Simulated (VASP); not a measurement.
Set up this calculation in VASP 6.6.1, as the native input.

```yaml
Task: single point
Functional: PBEsol
Potentials_or_basis: VASP PAW PBE potentials, release 64 (Bi_d)
Cutoff: 520 eV
k_mesh: 9 × 9 × 3
Occupations: fermi-dirac, width 0.03 eV
Spin: no spin polarisation
Dipole_correction: no
Further_INCAR_settings: ALGO = Normal; EDIFF = 1e-06; NBANDS = 22
```

The structure of Bi lies in POSCAR:

```
Bi
1.0
    4.5390002997      0.0000000000      0.0000000000
   -2.2695001499      3.9308895674      0.0000000000
    0.0000000000      0.0000000000     12.0655800000
Bi
2
Direct
    0.3333333333      0.6666666667      0.2500000000
    0.6666666667      0.3333333333      0.7500000000
```

This cell differs from its parent crystal: zz strain of +2 %.

These files were run (other wordings do the same):

INCAR

```
SYSTEM = Bi
  ALGO = Normal
  EDIFF = 1E-6
  ENCUT = 520
  GGA = PS
  ISIF = 2
  ISMEAR = -1
  LASPH = .True.
  LCHARG = .False.
  LREAL = .False.
  LWAVE = .False.
  NBANDS = 22
  NELM = 100
  PREC = Accurate
  SIGMA = 0.03
```

KPOINTS

```
k-points
0
Gamma
  9 9 3
  0 0 0
```

Potentials or basis: VASP PAW PBE potentials, release 64 (Bi_d).

Run with:

```sh
$ cat potpaw_PBE.64/Bi_d/POTCAR > POTCAR
$ mpirun -np 1 vasp_std > vasp.out
```

Results of the run:

The pressure is -3.5 GPa and the band gap on the k mesh is zero (band 15 reaches 0.21 eV, above the bottom of band 16 at -1.93 eV).

Caveat: the cell differs from its parent crystal (zz strain of +2 %); the PAW data sets were made with another functional, which shifts forces and pressure a little; spin-orbit coupling is left out, which moves the levels of the heavy elements.

It took 76 s on 1 thread of Intel(R) Xeon(R) Platinum 8259CL CPU @ 2.50GHz (Skylake/Cascade Lake), with other jobs on the host, peak memory 0.36 GiB.
